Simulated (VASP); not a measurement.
GaP, 2 atoms in the cell. Symmetry: I-4m2, No. 119, tetragonal system. Conventional cell: a = 3.931 Å, b = 3.931 Å, c = 5.450 Å, α = 90.00°, β = 90.00°, γ = 90.00°. Within 3.2 Å of Ga (site symmetry -4m2) lie 4 P at 2.39 Å. Within 3.2 Å of P (site symmetry -4m2) lie 4 Ga at 2.39 Å.  This cell differs from its parent crystal: equal xx and yy strain of +2 %.

```yaml
Program: VASP 6.6.1
Task: single point
Functional: PBEsol
Potentials_or_basis: VASP PAW PBE potentials, release 64 (Ga_d, P)
Cutoff: 520 eV
k_mesh: 12 × 12 × 12
Occupations: fermi-dirac, width 0.08 eV
Spin: no spin polarisation
Dipole_correction: no
Further_INCAR_settings: ALGO = Normal; EDIFF = 1e-06; NBANDS = 16
```

Potentials or basis: VASP PAW PBE potentials, release 64 (Ga_d, P).

The run is started by

```console
$ cat potpaw_PBE.64/Ga_d/POTCAR potpaw_PBE.64/P/POTCAR > POTCAR
$ mpirun -np 1 vasp_std > vasp.out
```

Hardware: 1 thread of Intel Xeon 8259CL, with other jobs on the host.

How long does it take, and how much memory?

It took 2.7 min on 1 thread of Intel Xeon 8259CL (shared host), peak memory 0.25 GiB. Counts: scf iterations 12, k points 163.
